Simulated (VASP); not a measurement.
# Hf in VASP: notebook, part 2 of 3

VASP 6.6.1.

## 3. Single point, PBEsol

File INCAR:

```
ALGO = Normal
DIPOL = 0.5 0.5 0.500
EDIFF = 1E-6
ENCUT = 520
GGA = PS
IDIPOL = 3
ISIF = 2
ISMEAR = 1
LASPH = T
LCHARG = F
LDIPOL = T
LREAL = F
LWAVE = F
NBANDS = 39
NELM = 80
PREC = Accurate
SIGMA = 0.1
```

File KPOINTS:

```
k-points
0
Gamma
  12 12 1
```

File POSCAR:

```
Hf
1.0
    3.1590465012      0.0000000003      0.0000000000
    1.5795232504      2.7358145219      0.0000000000
    0.0000000000      0.0000000000     28.4984132530
Hf
6
Direct
    0.6666666667      0.6666666667      0.2843952303
    0.0000000000      0.0000000000      0.3666411048
    0.6666666667      0.6666666667      0.4567075861
    0.0000000000      0.0000000000      0.5432924144
    0.6666666667      0.6666666667      0.6333588980
    0.0000000000      0.0000000000      0.7156047664
```

Potentials or basis: VASP PAW PBE potentials, release 64 (Hf_pv).

Run with:

```
> cat potpaw_PBE.64/Hf_pv/POTCAR > POTCAR
> mpirun -np 1 vasp_std > vasp.out
```

OUTCAR:

```text
EDIFF = 1E-6
   ENCUT = 520
   GGA = PS
   ISIF = 2
   ISMEAR = 1
   LASPH = T
   LREAL = F
   NELM = 80
   PREC = Accurate

 ion  position               nearest neighbor table
   1  0.667  0.667  0.284-   2 2.97   2 2.97   2 2.97
   2  0.000  0.000  0.367-   1 2.97   1 2.97   1 2.97   3 3.15   3 3.15   3 3.15
   3  0.667  0.667  0.457-   4 3.07   4 3.07   4 3.07   2 3.15   2 3.15   2 3.15
   4  0.000  0.000  0.543-   3 3.07   3 3.07   3 3.07   5 3.15   5 3.15   5 3.15
   5  0.667  0.667  0.633-   6 2.97   6 2.97   6 2.97   4 3.15   4 3.15   4 3.15
   6  0.000  0.000  0.716-   5 2.97   5 2.97   5 2.97

  LATTYP: Found a hexagonal cell.
 ALAT       =     3.1590465012
 C/A-ratio  =     9.0212072668

  Lattice vectors:

 A1 = (  -1.5795232504,  -2.7358145219,   0.0000000000)
 A2 = (   3.1590465012,   0.0000000003,   0.0000000000)
 A3 = (   0.0000000000,   0.0000000000,  28.4984132530)

Analysis of symmetry for initial positions (statically):
=====================================================================
 Subroutine PRICEL returns:
 Original cell was already a primitive cell.

 Routine SETGRP: Setting up the symmetry group for a
 hexagonal supercell.

 Subroutine GETGRP returns: Found 12 space group operations
 (whereof  6 operations were pure point group operations)
 out of a pool of 24 trial point group operations.

The static configuration has the point symmetry C_3v.
 The point group associated with its full space group is D_3d.

Analysis of symmetry for dynamics (positions and initial velocities):
=====================================================================
 Subroutine PRICEL returns:
 Original cell was already a primitive cell.

 Routine SETGRP: Setting up the symmetry group for a
 hexagonal supercell.

 Subroutine GETGRP returns: Found 12 space group operations
 (whereof  6 operations were pure point group operations)
 out of a pool of 24 trial point group operations.

The dynamic configuration has the point symmetry C_3v.
 The point group associated with its full space group is D_3d.

 Subroutine INISYM returns: Found 12 space group operations
 (whereof  6 operations are pure point group operations),
 and found     1 'primitive' translations

----------------------------------------------------------------------------------------

                                     Primitive cell

  volume of cell :     246.2994

  direct lattice vectors                    reciprocal lattice vectors
     3.159046501  0.000000000  0.000000000     0.316551212 -0.182760928  0.000000000
     1.579523250  2.735814522  0.000000000    -0.000000000  0.365521855  0.000000000
     0.000000000  0.000000000 28.498413253     0.000000000  0.000000000  0.035089673

  length of vectors
     3.159046501  3.159046501 28.498413253     0.365521855  0.365521855  0.035089673

  position of ions in fractional coordinates (direct lattice)
     0.666666667  0.666666667  0.284395230
     0.000000000  0.000000000  0.366641105
     0.666666667  0.666666667  0.456707586
     0.000000000  0.000000000  0.543292414
     0.666666667  0.666666667  0.633358898
     0.000000000  0.000000000  0.715604766

  ion indices of the primitive-cell ions
   primitive index   ion index
                 1           1
[... 52 lines left out ...]
 -0.333333  0.333333  0.000000      2.000000
   k-points           NKPTS =     19   k-points in BZ     NKDIM =     19   number of bands    NBANDS=     39
   number of dos      NEDOS =    301   number of ions     NIONS =      6
   total plane-waves  NPLWV = 124416
   dimension x,y,z NGX =    24 NGY =   24 NGZ =  216
   dimension x,y,z NGXF=    48 NGYF=   48 NGZF=  432
   ions per type =               6
   NGX,Y,Z   is equivalent  to a cutoff of  12.63, 12.63, 12.60 a.u.
   NGXF,Y,Z  is equivalent  to a cutoff of  25.26, 25.26, 25.20 a.u.
 SYSTEM =  unknown system
   PREC   = accura    normal or accurate (medium, high low for compatibility)
   ISTART =      0    job   : 0-new  1-cont  2-samecut
   ICHARG =      2    charge: 1-file 2-atom 10-const
   ISPIN  =      1    spin polarized calculation?
   LNONCOLLINEAR =      F non collinear calculations
   LSORBIT =      F    spin-orbit coupling
   LASPH  =      T    aspherical Exc in radial PAW
   ENCUT  =  520.0 eV  38.22 Ry    6.18 a.u.   5.87  5.87 52.99*2*pi/ulx,y,z
   NELM   =     80;   NELMIN=  2; NELMDL= -5     # of ELM steps
   EDIFF  = 0.1E-05   stopping-criterion for ELM
   LREAL  =      F    real-space projection
   EDIFFG = 0.1E-04   stopping-criterion for IOM
   NSW    =      0    number of steps for IOM
   IBRION =     -1    ionic relax: 0-MD 1-quasi-New 2-CG
   NFREE  =      0    steps in history (QN), initial steepest desc. (CG)
   ISIF   =      2    stress and relaxation
   ISYM   =      2    0-nonsym 1-usesym 2-fastsym
   POTIM  = 0.5000    time-step for ionic-motion
   TEBEG  =    0.0;   TEEND  =   0.0 temperature during run
   PSTRESS=    0.0 pullay stress
   NELECT =      60.0000    total number of electrons
   NUPDOWN=      -1.0000    fix difference up-down
   EMIN   =  10.00;   EMAX   =-10.00  energy-range for DOS
   EFERMI =   0.00;   METHOD = LEGACY
   ISMEAR =     1;   SIGMA  =   0.10  broadening in eV -4-tet -1-fermi 0-gaus
   EFERMI_NEDOS =   21; number of points for ismear=-14 and -15
   IALGO  =     38    algorithm
   IMIX   =      4    mixing-type and parameters
     AMIX     =   0.40;   BMIX     =  1.00
     AMIX_MAG =   1.60;   BMIX_MAG =  1.00
  volume/ion in A,a.u.               =      41.05       277.02
  Fermi-wavevector in a.u.,A,eV,Ry     =   1.022439  1.932130 14.223283  1.045382
  Thomas-Fermi vector in A             =   2.156119
   LORBIT       =      0    0 simple, 1 ext, 2 COOP (PROOUT), +10 PAW based schemes
   GGA     = PS    functional components
   LHFCALC =     F    Hartree Fock is set to
   AEXX    =    0.0000 exact exchange contribution
   IVDW    =     0    specifies the selected vdW correction
   LEPSILON=     F    determine dielectric tensor
   LRPA    =     F    only Hartree local field effects (RPA)
 non-spin polarized calculation
 Methfessel and Paxton  Order N= 1 SIGMA  =   0.10
  energy-cutoff  :      520.00
  volume of cell :      246.30
 maximum number of plane-waves:      6666
   NGX = 11   NGY = 11   NGZ =105

 dipolmoment           0.000000      0.000000      0.000000 electrons x Angstroem

 number of electron      59.9999999 magnetization

 dipolmoment           0.000000      0.000000     -0.000000 electrons x Angstroem

 Free energy of the ion-electron system (eV)
  ---------------------------------------------------
  ext. energy  EPLUGINS =         0.00000000
  ---------------------------------------------------
  free energy    TOTEN  =       -60.96505363 eV

  energy without entropy =      -60.96349087  energy(sigma->0) =      -60.96453271

 E-fermi :   0.6084     XC(G=0):  -6.7744

 val. band max:        0.6051688549   @ k =   0.3333   0.0000   0.0000
 cond. band min:       0.6227838038   @ k =   0.4167   0.0833   0.0000
 fundamental gap:      0.0176149489
 Fermi energy:         0.6084383136

 k-point     1 :       0.0000    0.0000    0.0000
  band No.  band energies     occupation
      1     -30.3945      2.00000
      2     -30.3573      2.00000
      3     -30.1787      2.00000
      4     -29.7945      2.00000
      5     -29.6918      2.00000
      6     -29.6918      2.00000
[... 787 lines left out ...]
     38       2.7451      0.00000
     39       2.8977      0.00000

------------------------ aborting loop because EDIFF is reached ----------------------------------------

 vacuum level on the upper side and lower side of the slab       (xc-potential included)        -0.249        -0.249

  FORCE on cell =-STRESS in cart. coord.  units (eV):
  Direction    XX          YY          ZZ          XY          YZ          ZX
  --------------------------------------------------------------------------------------
  -------------------------------------------------------------------------------------
  Total       -1.6920679     -1.6920679     -0.3389890     -0.0000000      0.0000000      0.0000000
  in kB      -11.0069001    -11.0069001     -2.2051233     -0.0000000      0.0000000      0.0000000
  external PRESSURE =      -8.0729745 kB  Pullay stress =       0.0000000 kB

 VOLUME and BASIS-vectors are now :
 -----------------------------------------------------------------------------
  energy-cutoff  :      520.00
  volume of cell :      246.30
      direct lattice vectors                 reciprocal lattice vectors
     3.159046501  0.000000000  0.000000000     0.316551212 -0.182760928  0.000000000
     1.579523250  2.735814522  0.000000000    -0.000000000  0.365521855  0.000000000
     0.000000000  0.000000000 28.498413253     0.000000000  0.000000000  0.035089673

 POSITION                                       TOTAL-FORCE (eV/Angst)
 -----------------------------------------------------------------------------------
      3.15905      1.82388      8.10481        -0.000000     -0.000000      0.045171
      0.00000      0.00000     10.44869        -0.000000      0.000000     -0.032036
      3.15905      1.82388     13.01544        -0.000000      0.000000      0.006308
      0.00000      0.00000     15.48297         0.000000      0.000000     -0.006308
      3.15905      1.82388     18.04972         0.000000     -0.000000      0.032036
      0.00000      0.00000     20.39360         0.000000     -0.000000     -0.045171
 -----------------------------------------------------------------------------------
    total drift:                               -0.000000     -0.000000     -0.000001

  FREE ENERGIE OF THE ION-ELECTRON SYSTEM (eV)
  ---------------------------------------------------
  free  energy   TOTEN  =       -60.9650536335 eV

  energy  without entropy=      -60.9634908724  energy(sigma->0) =      -60.96453271

 vacuum level on the upper side and lower side of the slab         4.835         4.835
```

stdout:

```text
POSCAR found type information on POSCAR Hf
 POSCAR found :  1 types and       6 ions
 scaLAPACK will be used
 -----------------------------------------------------------------------------
|                                                                             |
|                                                                             |
|     You enforced a specific xc type in the INCAR file but a different       |
|     I HOPE YOU KNOW WHAT YOU ARE DOING!                                     |
|                                                                             |
 -----------------------------------------------------------------------------

 LDA part: xc-table for (Slater+PW92), standard interpolation
 POSCAR, INCAR and KPOINTS ok, starting setup
 FFT: planning ... GRIDC
 FFT: planning ... GRID_SOFT
 FFT: planning ... GRID
 WAVECAR not read
 entering main loop
```

Wall time 11 min (1 thread of Intel Xeon 6975P-C (Granite Rapids), shared host); peak memory 0.41 GiB.

Results:

| Property | Result |
| --- | --- |
| Free energy | -60.9651 eV |
| Largest force | 0.045 eV/Å |
| Band gap on the k mesh | zero (bands 30 and 31 overlap by 1.52 eV) |

Forces on the atoms (eV/Å):
```
Hf   0.000  0.000  0.045
Hf   0.000  0.000 -0.032
Hf   0.000  0.000  0.006
Hf   0.000  0.000 -0.006
Hf   0.000  0.000  0.032
Hf   0.000  0.000 -0.045
```

Caveat: the PAW data sets were made with another functional, which shifts forces and pressure a little; spin-orbit coupling is left out, which moves the levels of the heavy elements.

## 4. Single point, PBEsol

File INCAR:

```
PREC = Accurate
ENCUT = 520
EDIFF = 1E-6
ISMEAR = 1
SIGMA = 0.1
LREAL = F
LASPH = T
NELM = 60
ALGO = Normal
ISIF = 2
LWAVE = F
LCHARG = T
LDIPOL = T
IDIPOL = 3
DIPOL = 0.5 0.5 0.500
GGA = PS
LELF = T
LVHAR = T
LVACPOTAV = T
NBANDS = 39
```

File KPOINTS:

```
Automatic mesh
0
Gamma
  12 12 1
```

File POSCAR:

```
Hf
1.0
    3.1590465010      0.0000000000      0.0000000000
    1.5795232500      2.7358145220      0.0000000000
    0.0000000000      0.0000000000     28.4984132530
Hf
6
Direct
    0.6666666667      0.6666666667      0.2807173834
    0.0000000000      0.0000000000      0.3684304301
    0.6666666667      0.6666666667      0.4561434767
    0.0000000000      0.0000000000      0.5438565233
    0.6666666667      0.6666666667      0.6315695699
    0.0000000000      0.0000000000      0.7192826166
```

Run with:

```
> cat potpaw_PBE.64/Hf_pv/POTCAR > POTCAR
> mpirun -np 1 vasp_std > vasp.out
```

Run time: 9.9 min. Hardware: 1 thread of Intel Xeon 6975P-C (Granite Rapids), shared host; peak memory 0.4 GiB.

Results (log left out):

* Free energy: -60.8302 eV
* Largest force: 0.783 eV/Å
* Band gap on the k mesh: zero (bands 30 and 31 overlap by 1.39 eV)

Forces on the atoms (eV/Å):
```
Hf   0.000  0.000  0.699
Hf   0.000  0.000 -0.783
Hf   0.000  0.000  0.100
Hf   0.000  0.000 -0.100
Hf   0.000  0.000  0.783
Hf   0.000  0.000 -0.699
```

Levels at points of the mesh, in eV from the Fermi level:
```csv
k point,band 27,band 28,band 29,band 30,band 31,band 32,band 33,band 34
"(0.00, 0.00, 0.00)",0.32,0.33,0.70,0.91,1.05,1.05,1.06,1.06
"(0.50, 0.00, 0.00)",-1.18,-1.08,-1.04,0.22,0.42,0.98,1.23,1.25
```

Caveat: the PAW data sets were made with another functional, which shifts forces and pressure a little; spin-orbit coupling is left out, which moves the levels of the heavy elements.

[end of part 2 of 3]
